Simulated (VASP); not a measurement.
A run of VASP 6.6.1:

The input INCAR:

```
SYSTEM = Sb
  PREC = Accurate
  ENCUT = 520
  EDIFF = 1E-6
  ISMEAR = 0
  SIGMA = 0.15
  LREAL = .False.
  LASPH = .True.
  NELM = 80
  ALGO = Normal
  ISIF = 2
  LWAVE = .False.
  LCHARG = .False.
  GGA = PS
  NBANDS = 8
```

Contents of KPOINTS:

```
regular mesh
0
Gamma
  16 16 16
  0 0 0
```

File POSCAR:

```
Sb
1.0
    3.0020000000      0.0000000000      0.0000000000
    0.0000000000      3.0020000000      0.0000000000
    0.0000000000      0.0000000000      3.2390000000
Sb
1
Direct
    0.0000000000      0.0000000000      0.0000000000
```

Potentials or basis: VASP PAW PBE potentials, release 64 (Sb).

Launch:

```bash
$ cat potpaw_PBE.64/Sb/POTCAR > POTCAR
$ mpirun -np 1 vasp_std > vasp.out
```

Hardware: 1 thread of AMD EPYC 9R45 96-Core Processor (Zen 5) (shared host).

Q: How long does it take, and how much memory?

A: It took 29 s on 1 thread of AMD EPYC 9R45 96-Core Processor (Zen 5), on a shared host, peak memory 0.18 GiB. Counts: scf iterations 10, k points 405.
